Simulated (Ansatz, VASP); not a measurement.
One calculation of AlGa3N4, two programs

```
Al Ga N
1.0
     4.38338    0.27345    0.27345
     0.27345    4.38338    0.27345
     0.27345    0.27345    4.38338
Al Ga N
1 3 4
Direct
  0.00000 0.00000 0.00000
  0.50000 0.50000 0.00000
  0.50000 0.00000 0.50000
  0.00000 0.50000 0.50000
  0.75481 0.75481 0.24519
  0.75481 0.24519 0.75481
  0.24519 0.75481 0.75481
  0.24519 0.24519 0.24519
```

Alike in both runs: task single point; functional LDA; k mesh 6 × 6 × 6; occupations gaussian, width 0.05 eV; no spin polarisation.

```csv
,VASP,Ansatz
version,VASP 6.6.1,Ansatz 0.2.0
potentials or method,"VASP PAW LDA potentials, release 64 (Al, Ga_d, N), cutoff 520 eV","scalar-relativistic, plane waves, PAW"
valence electrons in the cell,62,62
```

Ansatz gave:

- gap on the k mesh at the Fermi level (eV): 1.35
- least direct gap on the mesh (eV): 1.35
- pressure (GPa): 18.4
- traceless stress, the component that is largest in VASP (GPa): -24.84
- rms of the force components (eV/Å): 0.680

Q: Which values does VASP return?

A: gap on the k mesh at the Fermi level (eV): 1.33; least direct gap on the mesh (eV): 1.33; pressure (GPa): 19.7; traceless stress, the component that is largest in VASP (GPa): -25.23; rms of the force components (eV/Å): 0.724.

Ansatz warns that its potentials were made for another functional, while VASP's fit it. LDA's correlation is that of Perdew and Zunger in VASP and of Perdew and Wang (1992) in Ansatz. Atom by atom the forces differ by 0.045 eV/Å (rms over components).
